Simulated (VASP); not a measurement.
## HgTe: relaxation of cell and atoms with PBE+D4

The system is HgTe.

```
Hg Te
1.0
     0.00000    3.18000    3.18000
     3.18000    0.00000    3.18000
     3.18000    3.18000    0.00000
Hg Te
1 1
Direct
  0.00000 0.00000 0.00000
  0.50000 0.50000 0.50000
```

* Program: VASP 6.6.1
* Task: relaxation of cell and atoms
* Functional: PBE
* Dispersion: D4
* Potentials or basis: VASP PAW PBE potentials, release 64 (Hg, Te)
* Cutoff: 600 eV
* k mesh: 7 × 7 × 7
* Occupations: fermi-dirac, width 0.05 eV
* Spin: no spin polarisation
* Dipole correction: no
* Further INCAR settings: ALGO = Normal; EDIFF = 1e-06; IBRION = 2; EDIFFG = -0.01; NSW = 60; ISIF = 3

```json
{
 "Relaxed volume": "27.56 Å³/atom",
 "Relaxed cell": "a = 4.272 Å, b = 4.272 Å, c = 4.272 Å, α = 60.00°, β = 60.00°, γ = 60.00°",
 "Space group after relaxing (to 0.05 Å)": "Fm-3m (No. 225)",
 "Energy gained by relaxing": "96.5 meV/atom",
 "Ionic steps": "3",
 "Pressure after relaxing": "0.0 GPa",
 "Band gap on the k mesh": "zero (band 9 reaches 5.01 eV, above the bottom of band 10 at 2.43 eV)",
 "Dispersion energy per atom": "-0.481 eV"
}
```

The path:
```csv
step,energy change (eV),largest force (eV/Å),pressure (GPa),volume (Å³)
1,0.0000,0.0000,-5.71,64.31
2,-0.1905,0.0000,0.96,54.23
3,-0.1931,0.0000,0.01,55.12
```

Final structure:
```cif
data_structure
_symmetry_space_group_name_H-M 'P 1'
_symmetry_Int_Tables_number 1
_cell_length_a 4.2717
_cell_length_b 4.2717
_cell_length_c 4.2717
_cell_angle_alpha 60.000
_cell_angle_beta 60.000
_cell_angle_gamma 60.000
_cell_volume 55.12
loop_
_atom_site_label
_atom_site_type_symbol
_atom_site_fract_x
_atom_site_fract_y
_atom_site_fract_z
_atom_site_occupancy
Hg1 Hg 0.00000 0.00000 0.00000 1
Te1 Te 0.50000 0.50000 0.50000 1
```

Levels at points of the mesh, in eV from the Fermi level:
```
           k point  band 7  band 8  band 9  band 10  band 11  band 12
(0.00, 0.00, 0.00)   -0.90   -0.81   -0.81    -0.81     7.59     7.59
```

It took 35 s on 1 thread of AMD EPYC 9R45 96-Core Processor (Zen 5) (shared host), peak memory 0.19 GiB.

Caveat: spin-orbit coupling is left out, which moves the levels of the heavy elements; the volume moved by -14 % from the deposited cell, more than functionals usually miss; pairwise dispersion overbinds metals, which lowers pressure and volume.
